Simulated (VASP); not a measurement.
**K3Zr2S: single point with PBE**

Crystal: K3Zr2S.

```xyz
6
Lattice="5.4894 0.0000 0.0000 -2.7447 4.7540 0.0000 0.0000 0.0000 7.9039" Properties=species:S:1:pos:R:3 pbc="T T T"
K     0.0000    3.1693    3.9520
K     2.7447    1.5847    0.0000
K     2.7447    1.5847    3.9520
Zr    0.0000    0.0000    1.1879
Zr    0.0000    0.0000    6.7161
S     0.0000    3.1693    0.0000
```

The cell was generated, and may not be a known phase.

| Item | Value |
| --- | --- |
| Program | VASP 6.6.1 |
| Task | single point |
| Functional | PBE |
| Potentials or basis | VASP PAW PBE potentials, release 64 (K_sv, Zr_sv, S) |
| Cutoff | 520 eV |
| k mesh | 6 × 6 × 2 |
| Occupations | gaussian, width 0.1 eV |
| Spin | collinear spin |
| Starting moments | [0.0, 0.0, 0.0, 1.0, 1.0, 0.0] μB |

- Pressure: 0.2 GPa
- Largest force: 0.031 eV/Å
- Net moment: 0.04 μB per cell
- Site moments: K -0.01, -0.00 (each value once); Zr +0.13; S -0.01 μB
- Valence electrons inside the program's atomic spheres: K 7.57, 7.62, 7.58; Zr 10.02; S 3.59

Forces on the atoms (eV/Å):
```
K    0.000  0.000  0.000
K    0.000  0.000  0.000
K    0.000  0.000  0.000
Zr   0.000  0.000  0.031
Zr   0.000  0.000 -0.031
S    0.000  0.000  0.000
```

Stress tensor (GPa, compression positive):
```
 0.30  0.00  0.00
 0.00  0.30  0.00
 0.00  0.00 -0.02
```

Levels at points of the mesh, in eV from the Fermi level:
Spin up:
```
           k point  band 26  band 27  band 28  band 29  band 30  band 31
(0.00, 0.00, 0.00)    -0.76    -0.76    -0.60     0.66     0.66     0.80
(0.50, 0.00, 0.00)    -1.12    -0.65    -0.39     0.03     0.39     0.68
(0.00, 0.00, 0.50)    -1.27    -0.72    -0.72    -0.22     0.80     0.80
(0.50, 0.00, 0.50)    -0.73    -0.65    -0.39    -0.19     0.06     0.59
```
Spin down:
```csv
k point,band 26,band 27,band 28,band 29,band 30,band 31
"(0.00, 0.00, 0.00)",-0.73,-0.73,-0.41,0.64,0.64,0.71
"(0.50, 0.00, 0.00)",-1.04,-0.62,-0.40,-0.05,0.48,0.69
"(0.00, 0.00, 0.50)",-1.31,-0.68,-0.68,0.13,0.79,0.79
"(0.50, 0.00, 0.50)",-0.80,-0.62,-0.24,-0.12,-0.01,0.65
```

Run time: 13 min on 1 thread of Intel(R) Xeon(R) Platinum 8375C CPU @ 2.90GHz (Ice Lake) (shared host), peak memory 0.49 GiB.

Caveat: the k points lie up to 0.40 Å⁻¹ apart.
